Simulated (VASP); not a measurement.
# In (Im-3m) in VASP: a series of runs, part 2 of 2

VASP 6.6.1. Earlier steps stand in the parts before.

### 4 Vibrations by perturbation theory, PBE

The input, INCAR:

```
PREC = Accurate
ENCUT = 520
EDIFF = 1E-8
ISMEAR = -1
SIGMA = 0.05
LREAL = False
LASPH = True
NELM = 80
ALGO = Normal
ISIF = 2
LWAVE = False
LCHARG = False
GGA = PE
NBANDS = 12
IBRION = 8
NSW = 1
```

The input, KPOINTS:

```
Automatic mesh
0
Gamma
  7 7 7
```

The input, POSCAR:

```
In
1.0
   -1.8825252400      1.8825252400      1.8825252400
    1.8825252400     -1.8825252400      1.8825252400
    1.8825252400      1.8825252400     -1.8825252400
In
1
Direct
    0.0000000000      0.0000000000      0.0000000000
```

Potentials or basis: VASP PAW PBE potentials, release 64 (In_d).

Run with:

```
cat potpaw_PBE.64/In_d/POTCAR > POTCAR
mpirun -np 1 vasp_std > vasp.out
```

OUTCAR:

```text
PREC = Accurate
   ENCUT = 520
   EDIFF = 1E-8
   ISMEAR = -1
   LREAL = False
   LASPH = True
   NELM = 80
   ISIF = 2
   GGA = PE
   IBRION = 8
   NSW = 1

 ion  position               nearest neighbor table
   1  0.000  0.000  0.000-

  LATTYP: Found a body centered cubic cell.
 ALAT       =     3.7650504800

  Lattice vectors:

 A1 = (  -1.8825252400,   1.8825252400,   1.8825252400)
 A2 = (   1.8825252400,  -1.8825252400,   1.8825252400)
 A3 = (   1.8825252400,   1.8825252400,  -1.8825252400)

Analysis of symmetry for initial positions (statically):
=====================================================================
 Subroutine PRICEL returns:
 Original cell was already a primitive cell.

 Routine SETGRP: Setting up the symmetry group for a
 body centered cubic supercell.

 Subroutine GETGRP returns: Found 48 space group operations
[... 503 lines left out ...]
  ---------------------------------------------------
  free energy    TOTEN  =        -0.22812827 eV

  energy without entropy =       -0.22812827

------------------------ aborting loop because EDIFF is reached ----------------------------------------

 INTERNAL STRAIN TENSOR  FOR ION    1  DIRECTION 1   (eV/Angst):
 -----------------------------------------------------------------------------
    -0.01021 -0.00000  0.00000
     0.00000  0.00328 -0.00000
     0.00000 -0.00000  0.00328

 INTERNAL STRAIN TENSOR FOR ION    1 for displacements in x,y,z  (eV/Angst):
          X           Y           Z          XY          YZ          ZX
  --------------------------------------------------------------------------------
  x     0.00000     0.00000     0.00000     0.00000     0.00000     0.00000
  y     0.00000     0.00000     0.00000     0.00000     0.00000     0.00000
  z     0.00000     0.00000     0.00000     0.00000     0.00000     0.00000

 SECOND DERIVATIVES (NOT SYMMETRIZED)
 ------------------------------------
               1X          1Y          1Z
  1X    -0.066599    0.000000    0.000000
  1Y     0.000000   -0.066599    0.000000
  1Z     0.000000    0.000000   -0.066599

 Eigenvectors and eigenvalues of the dynamical matrix
 ----------------------------------------------------

   1 f  =    0.376509 THz     2.365673 2PiTHz   12.558974 cm-1     1.557114 meV
             X         Y         Z           dx          dy          dz
      0.000000  0.000000  0.000000     1.000000    0.000000    0.000000

   2 f  =    0.376509 THz     2.365673 2PiTHz   12.558974 cm-1     1.557114 meV
             X         Y         Z           dx          dy          dz
      0.000000  0.000000  0.000000     0.000000    1.000000    0.000000

   3 f  =    0.376509 THz     2.365673 2PiTHz   12.558974 cm-1     1.557114 meV
             X         Y         Z           dx          dy          dz
      0.000000  0.000000  0.000000     0.000000    0.000000    1.000000

--------------------------------------------------------------------------------------------------------

 ELASTIC MODULI CONTR FROM IONIC RELAXATION (kBar)
 Direction    XX          YY          ZZ          XY          YZ          ZX
 --------------------------------------------------------------------------------
 XX           0.0000      0.0000      0.0000      0.0000      0.0000      0.0000
 YY           0.0000      0.0000      0.0000      0.0000      0.0000      0.0000
 ZZ           0.0000      0.0000      0.0000      0.0000      0.0000      0.0000
 XY           0.0000      0.0000      0.0000      0.0000      0.0000      0.0000
 YZ           0.0000      0.0000      0.0000      0.0000      0.0000      0.0000
 ZX           0.0000      0.0000      0.0000      0.0000      0.0000      0.0000
 --------------------------------------------------------------------------------
```

stdout:

```text
POSCAR found type information on POSCAR In
 POSCAR found :  1 types and       1 ions
 scaLAPACK will be used
 LDA part: xc-table for (Slater+PW92), standard interpolation
 POSCAR, INCAR and KPOINTS ok, starting setup
 FFT: planning ... GRIDC
 FFT: planning ... GRID_SOFT
 FFT: planning ... GRID
 WAVECAR not read
 entering main loop
 Linear response reoptimize wavefunctions to high precision
 Linear response DOF=           1
 Linear response progress:
 first order change of Fermi-energy  -0.82790E-04
 force on displaced ion       1 direction 1 :  -0.067   0.000   0.000
 Linear response finished
```

It took 14 s on 1 thread of Intel Xeon 6975P-C (Granite Rapids), shared host; peak memory 0.15 GiB.

Caveat: spin-orbit coupling is left out, which moves the levels of the heavy elements.

### 5 Electric field gradients, RPBE, non-collinear spin, zero start, spin-orbit coupling

This run uses another cell than the first one, of 33.36 Å³/atom, 1.250 times its volume.

The input, INCAR:

```
SYSTEM = In
  ALGO = Normal
  EDIFF = 1E-8
  ENCUT = 520
  GGA = RP
  GGA_COMPAT = .False.
  ISIF = 2
  ISMEAR = 1
  LASPH = .True.
  LCHARG = .False.
  LEFG = .True.
  LORBIT = 11
  LORBMOM = .True.
  LREAL = .False.
  LSORBIT = .True.
  LWAVE = .False.
  MAGMOM = 0 0 0
  NBANDS = 24
  NELM = 150
  PREC = Accurate
  SIGMA = 0.01
```

The input, KPOINTS:

```
k-points
0
Gamma
  6 6 6
  0 0 0
```

The input, POSCAR:

```
In
1.0
   -2.0278888410      2.0278888410      2.0278888410
    2.0278888410     -2.0278888410      2.0278888410
    2.0278888410      2.0278888410     -2.0278888410
In
1
Direct
    0.0000000000      0.0000000000      0.0000000000
```

Potentials or basis: VASP PAW PBE potentials, release 64 (In_d).

Run with:

```
cat potpaw_PBE.64/In_d/POTCAR > POTCAR
mpirun -np 1 vasp_ncl > vasp.out
```

OUTCAR:

```text
SYSTEM = In
   EDIFF = 1E-8
   ENCUT = 520
   GGA = RP
   ISIF = 2
   ISMEAR = 1
   LASPH = .True.
   LORBIT = 11
   LREAL = .False.
   LSORBIT = .True.
   NELM = 150
   PREC = Accurate

 ion  position               nearest neighbor table
   1  0.000  0.000  0.000-

  LATTYP: Found a body centered cubic cell.
 ALAT       =     4.0557776820

  Lattice vectors:

 A1 = (  -2.0278888410,   2.0278888410,   2.0278888410)
 A2 = (   2.0278888410,  -2.0278888410,   2.0278888410)
 A3 = (   2.0278888410,   2.0278888410,  -2.0278888410)

Analysis of symmetry for initial positions (statically):
=====================================================================
 Subroutine PRICEL returns:
 Original cell was already a primitive cell.

 Routine SETGRP: Setting up the symmetry group for a
 body centered cubic supercell.

 Subroutine GETGRP returns: Found 48 space group operations
 (whereof 48 operations were pure point group operations)
 out of a pool of 48 trial point group operations.

The static configuration has the point symmetry O_h .

Analysis of symmetry for dynamics (positions and initial velocities):
=====================================================================
 Subroutine PRICEL returns:
 Original cell was already a primitive cell.

 Routine SETGRP: Setting up the symmetry group for a
 body centered cubic supercell.

 Subroutine GETGRP returns: Found 48 space group operations
 (whereof 48 operations were pure point group operations)
 out of a pool of 48 trial point group operations.

The dynamic configuration has the point symmetry O_h .

Analysis of structural, dynamic, and magnetic symmetry:
=====================================================================
 Subroutine PRICEL returns:
 Original cell was already a primitive cell.

 Routine SETGRP: Setting up the symmetry group for a
 body centered cubic supercell.

 Subroutine GETGRP returns: Found 48 space group operations
 (whereof 48 operations were pure point group operations)
[... 617 lines left out ...]
   1       0.000    -0.000    -0.000     0.002     0.002     0.002
---------------------------------------------------------------------

 Electric field gradients after diagonalization (V/A^2)
 (convention: |V_zz| > |V_xx| > |V_yy|)
----------------------------------------------------------------------
 ion       V_xx      V_yy      V_zz     asymmetry (V_yy - V_xx)/ V_zz
----------------------------------------------------------------------
   1      -0.002    -0.002     0.003       0.000
----------------------------------------------------------------------

           NMR quadrupolar parameters

 Cq : quadrupolar parameter    Cq=e*Q*V_zz/h
 eta: asymmetry parameters     (V_yy - V_xx)/ V_zz
 Q  : nuclear electric quadrupole moment in mb (millibarn)
----------------------------------------------------------------------
 ion       Cq(MHz)       eta       Q (mb)
----------------------------------------------------------------------
   1       0.000       0.000       1.000
----------------------------------------------------------------------

 orbital moment (x)

 # of ion     p       d       tot
 ----------------------------------------
  1         0.000  -0.000  -0.000
 ----------------------------------------
            0.000  -0.000  -0.000

 orbital moment (y)

 # of ion     p       d       tot
 ----------------------------------------
  1         0.000   0.000   0.000
 ----------------------------------------
            0.000   0.000   0.000

 orbital moment (z)

 # of ion     p       d       tot
 ----------------------------------------
  1         0.000  -0.000  -0.000
 ----------------------------------------
            0.000  -0.000  -0.000

 Spin-Orbit-Coupling matrix elements

 Ion:    1  E_soc:     -0.0635784
 l=   1
     0.0000000    -0.0043068    -0.0043068
    -0.0043068     0.0000000    -0.0043068
    -0.0043068    -0.0043068     0.0000000
 l=   2
     0.0000000    -0.0012511     0.0000000    -0.0012511    -0.0050385
    -0.0012511     0.0000000    -0.0037789    -0.0012511    -0.0012596
     0.0000000    -0.0037789     0.0000000    -0.0037789     0.0000000
    -0.0012511    -0.0012511    -0.0037789     0.0000000    -0.0012596
    -0.0050385    -0.0012596     0.0000000    -0.0012596     0.0000000
 l=   3
     0.0000000     0.0000000     0.0000000     0.0000000     0.0000000     0.0000000     0.0000000
     0.0000000     0.0000000     0.0000000     0.0000000     0.0000000     0.0000000     0.0000000
     0.0000000     0.0000000     0.0000000     0.0000000     0.0000000     0.0000000     0.0000000
     0.0000000     0.0000000     0.0000000     0.0000000     0.0000000     0.0000000     0.0000000
     0.0000000     0.0000000     0.0000000     0.0000000     0.0000000     0.0000000     0.0000000
     0.0000000     0.0000000     0.0000000     0.0000000     0.0000000     0.0000000     0.0000000
     0.0000000     0.0000000     0.0000000     0.0000000     0.0000000     0.0000000     0.0000000

 total charge

# of ion       s       p       d       tot
------------------------------------------
    1        1.019   0.374   9.839  11.232

 magnetization (x)

# of ion       s       p       d       tot
------------------------------------------
    1        0.000   0.000  -0.000   0.000

 magnetization (y)

# of ion       s       p       d       tot
------------------------------------------
    1        0.000  -0.000   0.000  -0.000

 magnetization (z)

# of ion       s       p       d       tot
------------------------------------------
    1        0.000   0.000  -0.000  -0.000
```

OSZICAR:

```text
N       E                     dE             d eps       ncg     rms          rms(c)
DAV:   1     0.111784339447E+03    0.11178E+03   -0.60670E+03   768   0.135E+03
DAV:   2     0.793030845239E+01   -0.10385E+03   -0.10042E+03   784   0.343E+02
DAV:   3    -0.181844932053E+01   -0.97488E+01   -0.96864E+01   952   0.110E+02
DAV:   4    -0.215987126210E+01   -0.34142E+00   -0.34131E+00   968   0.226E+01
DAV:   5    -0.218388240249E+01   -0.24011E-01   -0.23986E-01  1160   0.481E+00    0.135E+00
DAV:   6    -0.217682060886E+01    0.70618E-02   -0.17209E-02  1016   0.237E+00    0.708E-01
DAV:   7    -0.217636763951E+01    0.45297E-03   -0.64602E-03  1048   0.127E+00    0.302E-01
DAV:   8    -0.217654725240E+01   -0.17961E-03   -0.35557E-04   960   0.230E-01    0.144E-01
DAV:   9    -0.217664230052E+01   -0.95048E-04   -0.21024E-04   992   0.226E-01    0.205E-02
DAV:  10    -0.217665432855E+01   -0.12028E-04   -0.19166E-05  1080   0.378E-02    0.126E-02
DAV:  11    -0.217665443092E+01   -0.10236E-06   -0.25259E-07  1080   0.510E-03    0.104E-02
DAV:  12    -0.217665480225E+01   -0.37133E-06   -0.31384E-07   976   0.473E-03    0.302E-03
DAV:  13    -0.217665474732E+01    0.54927E-07   -0.81218E-09   880   0.150E-03    0.122E-03
DAV:  14    -0.217665471655E+01    0.30770E-07   -0.10547E-09   560   0.623E-04    0.295E-04
DAV:  15    -0.217665468857E+01    0.27986E-07   -0.10874E-09   496   0.430E-04    0.429E-04
DAV:  16    -0.217665469544E+01   -0.68796E-08   -0.16123E-10   480   0.228E-04
   1 F= -.21766547E+01 E0= -.21766328E+01  d E =-.656654E-04  mag=     0.0000    -0.0000    -0.0000
```

Wall time 65 s (1 thread of AMD EPYC 7R13, shared host); peak memory 0.21 GiB.

Results:

- Free energy: -2.1767 eV
- Pressure: -3.3 GPa
- Net moment: 0.00 μB per cell
- Valence electrons inside the program's atomic spheres: In 11.23

Moments on the atoms (μB; x, y, z):
```
In  0.00 0.00 0.00
```

Caveat: the k points lie up to 0.37 Å⁻¹ apart; without QUAD_EFG the Cq values of the log hold for a quadrupole moment of 1 mb, not for the nuclei; the PAW data sets were made with another functional, which shifts forces and pressure a little.

### 6 Density of states, PBEsol

The input, POSCAR:

```
In
1.0
   -1.8825252400      1.8825252400      1.8825252400
    1.8825252400     -1.8825252400      1.8825252400
    1.8825252400      1.8825252400     -1.8825252400
In
1
Direct
    0.0000000000      0.0000000000      0.0000000000
```

The input, INCAR.step1:

```
SYSTEM = In
  ALGO = Normal
  EDIFF = 1E-6
  ENCUT = 520
  GGA = PS
  ISIF = 2
  ISMEAR = -1
  LASPH = .True.
  LCHARG = .True.
  LREAL = .False.
  LWAVE = .False.
  NBANDS = 12
  NELM = 80
  PREC = Accurate
  SIGMA = 0.05
```

The input, KPOINTS.step1:

```
k-points
0
Gamma
  6 6 6
  0 0 0
```

The input, INCAR.step2:

```
SYSTEM = In
  ALGO = Normal
  EDIFF = 1E-6
  ENCUT = 520
  GGA = PS
  ICHARG = 11
  ISIF = 2
  ISMEAR = -5
  LASPH = .True.
  LCHARG = .False.
  LORBIT = 10
  LREAL = .False.
  LWAVE = .False.
  NEDOS = 1001
  NELM = 80
  PREC = Accurate
  SIGMA = 0.05
```

The input, KPOINTS.step2:

```
k-points
0
Gamma
  9 9 9
  0 0 0
```

Potentials or basis: VASP PAW PBE potentials, release 64 (In_d).

Run with:

```
cat potpaw_PBE.64/In_d/POTCAR > POTCAR
cp INCAR.step1 INCAR
cp KPOINTS.step1 KPOINTS
mpirun -np 1 vasp_std > vasp.out
cp INCAR.step2 INCAR
cp KPOINTS.step2 KPOINTS
mpirun -np 1 vasp_std > vasp.out
```

It took 4.6 s on 1 thread of Intel Xeon 6975P-C (Granite Rapids), shared host; peak memory 0.13 GiB.

Results (log left out):

```yaml
Valence_electrons_inside_the_program's_atomic_spheres: In 11.34
```

Levels at points of the mesh, in eV from the Fermi level:
```
           k point  band 4  band 5  band 6  band 7  band 8  band 9
(0.00, 0.00, 0.00)  -14.39  -14.39   -9.50   10.80   10.80   10.80
```

Caveat: the k points lie up to 0.39 Å⁻¹ apart; the PAW data sets were made with another functional, which shifts forces and pressure a little; spin-orbit coupling is left out, which moves the levels of the heavy elements; tetrahedron occupations give inexact forces and stress in metals.
